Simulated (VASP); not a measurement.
## Na: single point with PBEsol

Crystal: Na.

```xyz
2
Lattice="3.7670 0.0000 0.0000 -1.8835 3.2623 0.0000 0.0000 0.0000 6.1540" Properties=species:S:1:pos:R:3 pbc="T T T"
Na    0.0000    2.1749    1.5385
Na    1.8835    1.0874    4.6155
```

- Program: VASP 6.6.1
- Task: single point
- Functional: PBEsol
- Potentials or basis: VASP PAW PBE potentials, release 64 (Na_pv)
- Cutoff: 500 eV
- k mesh: 2 × 2 × 2
- Occupations: methfessel-paxton, width 0.15 eV
- Spin: no spin polarisation

```
Pressure               : 0.8 GPa
Band gap on the k mesh : zero (band 7 reaches 1.29 eV, above the bottom of band 8 at -1.97 eV)
```

Stress tensor (GPa, compression positive):
```
 3.10  0.00  0.00
 0.00  3.10  0.00
 0.00  0.00 -3.67
```

Levels at points of the mesh, in eV from the Fermi level:
| k point | band 3 | band 4 | band 5 | band 6 | band 7 | band 8 | band 9 | band 10 | band 11 | band 12 |
| --- | --- | --- | --- | --- | --- | --- | --- | --- | --- | --- |
| (0.00, 0.00, 0.00) | -25.19 | -25.19 | -25.19 | -25.19 | -3.62 | 0.16 | 0.56 | 9.49 | 9.49 | 9.83 |
| (0.50, 0.00, 0.00) | -25.21 | -25.21 | -25.20 | -25.19 | -0.15 | -0.03 | 3.44 | 3.45 | 3.91 | 4.15 |
| (0.00, 0.00, 0.50) | -25.19 | -25.19 | -25.19 | -25.19 | -2.60 | -2.60 | 5.07 | 5.07 | 10.07 | 10.07 |
| (0.50, 0.00, 0.50) | -25.21 | -25.21 | -25.20 | -25.20 | 0.66 | 0.66 | 1.14 | 1.14 | 7.22 | 7.22 |

It took 7.1 s on 1 thread of Intel Xeon 8259CL, on a shared host, peak memory 0.17 GiB.

Caveat: the k points lie up to 0.96 Å⁻¹ apart; the PAW data sets were made with another functional, which shifts forces and pressure a little.
